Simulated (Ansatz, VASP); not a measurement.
MgB5: VASP beside Ansatz

Contents of INCAR:

```
SYSTEM = MgB5
PREC = Accurate ; ENCUT = 600
EDIFF = 1E-7 ; ISMEAR = 0
SIGMA = 0.1 ; LREAL = .FALSE.
LASPH = .TRUE. ; NELM = 100
ALGO = Normal ; ISIF = 3
LWAVE = .FALSE. ; LCHARG = .FALSE.
GGA = PE ; IBRION = 2
NSW = 100 ; EDIFFG = -0.01
```

The input KPOINTS:

```
regular mesh
0
G
  12 12 12
  0 0 0
```

POSCAR

```
MgB5
1.0
    1.8591713300      1.0733930679      4.0982920581
   -1.8591713300      1.0733930679      4.0982920581
    0.0000000000     -2.1467861357      4.0982920581
Mg B
1 5
Direct
    0.2568082619      0.2568082619      0.2568082619
    0.9072437874      0.3963225671      0.9072437874
    0.3963225671      0.9072437874      0.9072437874
    0.9072437874      0.9072437874      0.3963225671
    0.4835131461      0.4835131461      0.4835131461
    0.6298713700      0.6298713700      0.6298713700
```

Input for Ansatz:

```yaml
crystal:
  lattice:
    - [1.85917133, 1.0733930679, 4.0982920581]
    - [-1.85917133, 1.0733930679, 4.0982920581]
    - [0.0, -2.1467861357, 4.0982920581]
  atoms:
    - { symbol: Mg, position: [0.2568082619, 0.2568082619, 0.2568082619] }
    - { symbol: B, position: [0.9072437874, 0.3963225671, 0.9072437874] }
    - { symbol: B, position: [0.3963225671, 0.9072437874, 0.9072437874] }
    - { symbol: B, position: [0.9072437874, 0.9072437874, 0.3963225671] }
    - { symbol: B, position: [0.4835131461, 0.4835131461, 0.4835131461] }
    - { symbol: B, position: [0.62987137, 0.62987137, 0.62987137] }
basis:
  ecutwfc: 420
kpoints:
  mp_grid: { grid: [12, 12, 12] }
hamiltonian:
  xc: pbe
scf:
  occupations: { method: gaussian, width: 0.1 }
output:
  forces: true
  stress: true
  eigenvalues: true
  write_density: true
  write_potential: true
  elf: true
  volumetric_format: npy
relax:
  adjacent_minimum: "off"
  f_tol: 0.01
  max_steps: 80
  cell: { stress_tol: 0.05 }
```

Alike in both runs: task relaxation of cell and atoms; functional PBE; k mesh 12 × 12 × 12; occupations gaussian, width 0.1 eV; no spin polarisation.

|  | VASP | Ansatz |
| --- | --- | --- |
| version | VASP 6.6.1 | Ansatz 0.2.0 |
| potentials or method | VASP PAW PBE potentials, release 64 (Mg, B), cutoff 600 eV | scalar-relativistic, plane waves, PAW |
| valence electrons in the cell | 17 | 25 |

```csv
,VASP,Ansatz,Ansatz less VASP
"gap on the k mesh at the Fermi level, each at its own relaxed structure (eV)",none,none,-
relaxed volume (Å³/atom),8.16,8.16,+0.006
relaxed cell length with the largest relative difference (Å),4.634,4.636,+0.0018
```

A gap of «none» marks a metal or a gap that the smearing closes. VASP's potentials hold 17 valence electrons a cell and Ansatz's 25, so a difference there can come from the potentials and not from the codes.
